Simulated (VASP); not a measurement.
The system is Si2Ni.

```xyz
3
Lattice="0.0000 2.6932 2.6932 2.6932 0.0000 2.6932 2.6932 2.6932 0.0000" Properties=species:S:1:pos:R:3 pbc="T T T"
Si    1.3466    1.3466    1.3466
Si    4.0397    4.0397    4.0397
Ni    0.0000    0.0000    0.0000
```

Base run:

| Item | Value |
| --- | --- |
| Program | VASP 6.6.1 |
| Functional | PBE |
| Potentials or basis | VASP PAW PBE potentials, release 64 (Si, Ni) |
| Cutoff | 600 eV |
| k mesh | 6 × 6 × 6 |
| Occupations | gaussian, width 0.1 eV |
| Spin | no spin polarisation |

Its results: band gap on the k mesh zero (band 9 reaches 12.34 eV, above the bottom of band 10 at 10.23 eV); pressure 5.6 GPa.

Q: The run is repeated on the same cell with these changes: dispersion from none to D3(BJ). What comes out?

A: Band gap on the k mesh zero (band 9 reaches 12.34 eV, above the bottom of band 10 at 10.23 eV); pressure -0.1 GPa.

Dispersion adds attraction, which lowers the pressure at fixed volume and, as a term added to the energy, leaves the levels alone.

Caveats: pairwise dispersion overbinds metals, which lowers pressure and volume (some runs).
